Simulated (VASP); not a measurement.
# SnO (P4/nmm) in VASP: further runs, part 2 of 2

VASP 6.6.1.

## Step 3: Single point, r2SCAN

Contents of POSCAR:

```
SnO
1.0
    3.5793717692      0.0000000000      0.0000000000
    0.0000000000      3.5793717692      0.0000000000
    0.0000000000      0.0000000000      5.5378595727
Sn O
2 2
Direct
    0.0000000000      0.5000000000      0.2213370835
    0.5000000000      0.0000000000      0.7786629165
    0.5000000000      0.5000000000      0.0000000000
    0.0000000000      0.0000000000      0.0000000000
```

Contents of INCAR.step1:

```
SYSTEM = SnO
PREC = Accurate ; ENCUT = 520
ISMEAR = 0 ; SIGMA = 0.01
LREAL = .False. ; LASPH = .True.
NELM = 80 ; NBANDS = 28
GGA = PE ; ALGO = Normal
EDIFF = 1E-4 ; LWAVE = .True.
LCHARG = .False.
```

Contents of INCAR.step2:

```
SYSTEM = SnO
PREC = Accurate ; ENCUT = 520
EDIFF = 1E-6 ; ISMEAR = 0
SIGMA = 0.01 ; LREAL = .False.
LASPH = .True. ; NELM = 80
ALGO = Normal ; ISIF = 2
LWAVE = .False. ; LCHARG = .True.
METAGGA = R2SCAN ; LMIXTAU = .True.
LELF = .True. ; LVHAR = .True.
NBANDS = 28 ; ISTART = 1
```

Contents of KPOINTS:

```
Automatic mesh
0
Gamma
  10 10 8
  0 0 0
```

Potentials or basis: VASP PAW PBE potentials, release 64 (Sn_d, O).

Command:

```sh
$ cat potpaw_PBE.64/Sn_d/POTCAR potpaw_PBE.64/O/POTCAR > POTCAR
$ cp INCAR.step1 INCAR
$ mpirun -np 1 vasp_std > vasp.out
$ cp INCAR.step2 INCAR
$ mpirun -np 1 vasp_std > vasp.out
```

OUTCAR:

```text
SYSTEM = SnO
   PREC = Accurate
   ENCUT = 520
   EDIFF = 1E-6
   ISMEAR = 0
   LREAL = .False.
   LASPH = .True.
   NELM = 80
   ISIF = 2
   METAGGA = R2SCAN
   ISTART = 1

 ion  position               nearest neighbor table
   1  0.000  0.500  0.221-   3 2.17   4 2.17   4 2.17   3 2.17   2 3.52   2 3.52   2 3.52   2 3.52

   2  0.500  0.000  0.779-   3 2.17   4 2.17   3 2.17   4 2.17   1 3.52   1 3.52   1 3.52   1 3.52

   3  0.500  0.500  0.000-   1 2.17   2 2.17   2 2.17   1 2.17
   4  0.000  0.000  0.000-   1 2.17   2 2.17   1 2.17   2 2.17

  LATTYP: Found a simple tetragonal cell.
 ALAT       =     3.5793717692
 C/A-ratio  =     1.5471596497

  Lattice vectors:

 A1 = (   3.5793717692,   0.0000000000,   0.0000000000)
 A2 = (   0.0000000000,   3.5793717692,   0.0000000000)
 A3 = (   0.0000000000,   0.0000000000,   5.5378595727)

Analysis of symmetry for initial positions (statically):
=====================================================================
 Subroutine PRICEL returns:
 Original cell was already a primitive cell.

 Routine SETGRP: Setting up the symmetry group for a
 simple tetragonal supercell.

 Subroutine GETGRP returns: Found 16 space group operations
 (whereof  8 operations were pure point group operations)
 out of a pool of 16 trial point group operations.

The static configuration has the point symmetry D_2d.
 The point group associated with its full space group is D_4h.

Analysis of symmetry for dynamics (positions and initial velocities):
=====================================================================
 Subroutine PRICEL returns:
 Original cell was already a primitive cell.

 Routine SETGRP: Setting up the symmetry group for a
 simple tetragonal supercell.

 Subroutine GETGRP returns: Found 16 space group operations
 (whereof  8 operations were pure point group operations)
 out of a pool of 16 trial point group operations.

[... 123 lines left out ...]
   IMIX   =      4    mixing-type and parameters
     AMIX     =   0.40;   BMIX     =  1.00
     AMIX_MAG =   1.60;   BMIX_MAG =  1.00
  volume/ion in A,a.u.               =      17.74       119.70
  Fermi-wavevector in a.u.,A,eV,Ry     =   1.352414  2.555692 24.885375  1.829024
  Thomas-Fermi vector in A             =   2.479755
   LORBIT       =      0    0 simple, 1 ext, 2 COOP (PROOUT), +10 PAW based schemes
   METAGGA = R2SCAN    functional components
   LHFCALC =     F    Hartree Fock is set to
   AEXX    =    0.0000 exact exchange contribution
   IVDW    =     0    specifies the selected vdW correction
   LEPSILON=     F    determine dielectric tensor
   LRPA    =     F    only Hartree local field effects (RPA)
 non-spin polarized calculation
 Gauss-broadening in eV      SIGMA  =   0.01
  energy-cutoff  :      520.00
  volume of cell :       70.95
 maximum number of plane-waves:      1932
 NGX is ok and might be reduce to    28
   NGX = 13   NGY = 13   NGZ = 21

 number of electron      40.0000019 magnetization

 Free energy of the ion-electron system (eV)
  ---------------------------------------------------
  ext. energy  EPLUGINS =         0.00000000
  ---------------------------------------------------
  free energy    TOTEN  =       -66.55213606 eV

  energy without entropy =      -66.55213606  energy(sigma->0) =      -66.55213606

 E-fermi :   7.0861     XC(G=0): -10.7619

 val. band max:        6.9842470439   @ k =   0.0000   0.0000   0.0000
 cond. band min:       7.7071192221   @ k =   0.5000   0.5000   0.0000
 fundamental gap:      0.7228721782
 Fermi energy:         7.0860549683

 k-point     1 :       0.0000    0.0000    0.0000
  band No.  band energies     occupation
      1     -15.9794      2.00000
      2     -15.3739      2.00000
      3     -15.2646      2.00000
      4     -15.2608      2.00000
      5     -15.2608      2.00000
      6     -15.2191      2.00000
[... 733 lines left out ...]
     27      15.5753      0.00000
     28      18.4532      0.00000

 [... further k-points ...]

------------------------ aborting loop because EDIFF is reached ----------------------------------------

  FORCE on cell =-STRESS in cart. coord.  units (eV):
  Direction    XX          YY          ZZ          XY          YZ          ZX
  --------------------------------------------------------------------------------------
  -------------------------------------------------------------------------------------
  Total        5.6179335      5.6179335      0.3247220      0.0000000      0.0000000      0.0000000
  in kB      126.8620189    126.8620189      7.3327487      0.0000000      0.0000000      0.0000000
  external PRESSURE =      87.0189288 kB  Pullay stress =       0.0000000 kB

 VOLUME and BASIS-vectors are now :
 -----------------------------------------------------------------------------
  energy-cutoff  :      520.00
  volume of cell :       70.95
      direct lattice vectors                 reciprocal lattice vectors
     3.579371769  0.000000000  0.000000000     0.279378635  0.000000000  0.000000000
     0.000000000  3.579371769  0.000000000     0.000000000  0.279378635  0.000000000
     0.000000000  0.000000000  5.537859573     0.000000000  0.000000000  0.180575182

 POSITION                                       TOTAL-FORCE (eV/Angst)
 -----------------------------------------------------------------------------------
      0.00000      1.78969      1.22573        -0.000000      0.000000      0.169382
      1.78969      0.00000      4.31213         0.000000      0.000000     -0.169382
      1.78969      1.78969      0.00000        -0.000000      0.000000      0.000000
      0.00000      0.00000      0.00000        -0.000000     -0.000000      0.000000
 -----------------------------------------------------------------------------------
    total drift:                                0.000000      0.000000     -0.000000

  FREE ENERGIE OF THE ION-ELECTRON SYSTEM (eV)
  ---------------------------------------------------
  free  energy   TOTEN  =       -66.5521360592 eV

  energy  without entropy=      -66.5521360592  energy(sigma->0) =      -66.55213606
```

OUTCAR.step1:

```text
SYSTEM = SnO
   PREC = Accurate
   ENCUT = 520
   ISMEAR = 0
   LREAL = .False.
   LASPH = .True.
   NELM = 80
[... 977 lines left out ...]
      1.78969      0.00000      4.31213         0.000000      0.000000     -0.768013
      1.78969      1.78969      0.00000         0.000000      0.000000      0.000000
      0.00000      0.00000      0.00000         0.000000     -0.000000      0.000000
 -----------------------------------------------------------------------------------
    total drift:                                0.000000      0.000000     -0.000000

  FREE ENERGIE OF THE ION-ELECTRON SYSTEM (eV)
  ---------------------------------------------------
  free  energy   TOTEN  =       -22.2190726092 eV

  energy  without entropy=      -22.2190726092  energy(sigma->0) =      -22.21907261
```

OSZICAR.step1:

```text
N       E                     dE             d eps       ncg     rms          rms(c)
DAV:   1     0.424756629850E+03    0.42476E+03   -0.19995E+04  6088   0.218E+03
DAV:   2     0.382009455428E+02   -0.38656E+03   -0.37037E+03  6192   0.545E+02
DAV:   3    -0.232454808004E+02   -0.61446E+02   -0.60346E+02  6720   0.182E+02
DAV:   4    -0.260918809193E+02   -0.28464E+01   -0.28342E+01  6688   0.423E+01
DAV:   5    -0.261600806424E+02   -0.68200E-01   -0.68193E-01  6460   0.704E+00    0.121E+01
DAV:   6    -0.221671904525E+02    0.39929E+01   -0.15486E+01  9512   0.448E+01    0.466E+00
DAV:   7    -0.222443643535E+02   -0.77174E-01   -0.19747E+00  6128   0.825E+00    0.259E+00
DAV:   8    -0.222285073715E+02    0.15857E-01   -0.28884E-01  8632   0.440E+00    0.828E-01
DAV:   9    -0.222177945449E+02    0.10713E-01   -0.61727E-02  8964   0.297E+00    0.208E-01
DAV:  10    -0.222191704616E+02   -0.13759E-02   -0.76947E-03  7500   0.818E-01    0.122E-01
DAV:  11    -0.222190234158E+02    0.14705E-03   -0.16346E-03  8332   0.448E-01    0.310E-02
DAV:  12    -0.222190726092E+02   -0.49193E-04   -0.33252E-04  6344   0.100E-01
   1 F= -.22219073E+02 E0= -.22219073E+02  d E =-.349306E-13
```

Wall time 4.5 min (1 thread of Intel Xeon 6975P-C (Granite Rapids), shared host); peak memory 0.3 GiB.

What came out:

| Quantity | Value |
| --- | --- |
| Free energy | -66.5521 eV |
| Pressure | 8.7 GPa |
| Largest force | 0.169 eV/Å |
| Band gap on the k mesh | 0.72 eV (least direct gap 2.70 eV) |

Forces on the atoms (eV/Å):
```
Sn   0.000  0.000  0.169
Sn   0.000  0.000 -0.169
O    0.000  0.000  0.000
O    0.000  0.000  0.000
```

Caveat: the stress differs along the axes, from 1 to 13 GPa; semilocal functionals underestimate gaps, and a narrow one can read as zero; the PAW data sets were made with another functional, which shifts forces and pressure a little; spin-orbit coupling is left out, which moves the levels of the heavy elements. A k mesh can miss the band edges.

## Step 4: Single point, r2SCAN (biaxial strain in the a-b plane: +2.0 %, then relaxed in part)

Contents of POSCAR:

```
SnO
1.0
    3.8839991538      0.0000000000      0.0000000000
    0.0000000000      3.8839991538      0.0000000000
    0.0000000000      0.0000000000      4.8554519123
Sn O
2 2
Direct
    0.0000000000      0.5000000000      0.2308387443
    0.5000000000      0.0000000000      0.7691612557
    0.5000000000      0.5000000000      0.0000000000
    0.0000000000      0.0000000000      0.0000000000
```

Contents of INCAR.step1:

```
  PREC = Accurate
  ENCUT = 520
  ISMEAR = 0
  SIGMA = 0.01
  LREAL = False
  LASPH = True
  NELM = 100
  NBANDS = 28
  GGA = PE
  ALGO = Normal
  EDIFF = 1E-4
  LWAVE = True
  LCHARG = False
```

Contents of INCAR.step2:

```
  PREC = Accurate
  ENCUT = 520
  EDIFF = 1E-7
  ISMEAR = 0
  SIGMA = 0.01
  LREAL = False
  LASPH = True
  NELM = 100
  ALGO = Normal
  ISIF = 2
  LWAVE = False
  LCHARG = False
  METAGGA = R2SCAN
  LMIXTAU = True
  NBANDS = 28
  ISTART = 1
```

Contents of KPOINTS:

```
Automatic mesh
0
Gamma
  10 10 8
```

Command:

```sh
$ cat potpaw_PBE.64/Sn_d/POTCAR potpaw_PBE.64/O/POTCAR > POTCAR
$ cp INCAR.step1 INCAR
$ mpirun -np 1 vasp_std > vasp.out
$ cp INCAR.step2 INCAR
$ mpirun -np 1 vasp_std > vasp.out
```

It took 6 min on 1 thread of Intel Xeon 6975P-C (Granite Rapids), shared host; peak memory 0.3 GiB.

It converged, with:

```
Free energy            : -66.8786 eV
Pressure               : -1.7 GPa
Largest force          : 0.134 eV/Å
Band gap on the k mesh : 0.66 eV (least direct gap 2.25 eV)
```

Forces in eV/Å, atoms in the order of the input:
```
Sn   0.000  0.000  0.134
Sn   0.000  0.000 -0.134
O    0.000  0.000  0.000
O    0.000  0.000  0.000
```

Stress tensor (GPa, compression positive):
```
-2.84  0.00  0.00
 0.00 -2.84  0.00
 0.00  0.00  0.44
```

Levels at points of the mesh, in eV from the valence-band top:
| k point | band 18 | band 19 | band 20 | band 21 | band 22 | band 23 |
| --- | --- | --- | --- | --- | --- | --- |
| (0.00, 0.00, 0.00) | -3.38 | -3.38 | -0.01 | 2.32 | 4.61 | 5.14 |
| (0.50, 0.00, 0.00) | -4.96 | -2.48 | -2.48 | 3.62 | 3.62 | 6.18 |
| (0.50, 0.50, 0.00) | -2.71 | -1.77 | -1.77 | 0.66 | 0.66 | 5.13 |
| (0.00, 0.00, 0.50) | -3.39 | -3.05 | -1.99 | 1.86 | 3.44 | 3.44 |
| (0.50, 0.00, 0.50) | -4.94 | -1.63 | -1.63 | 2.96 | 2.96 | 5.84 |
| (0.50, 0.50, 0.50) | -2.71 | -2.54 | -2.54 | 2.91 | 2.91 | 4.48 |

Caveat: the cell differs from its parent crystal (biaxial strain in the a-b plane: +2.0 %, then relaxed in part); semilocal functionals underestimate gaps, and a narrow one can read as zero; the PAW data sets were made with another functional, which shifts forces and pressure a little; spin-orbit coupling is left out, which moves the levels of the heavy elements.
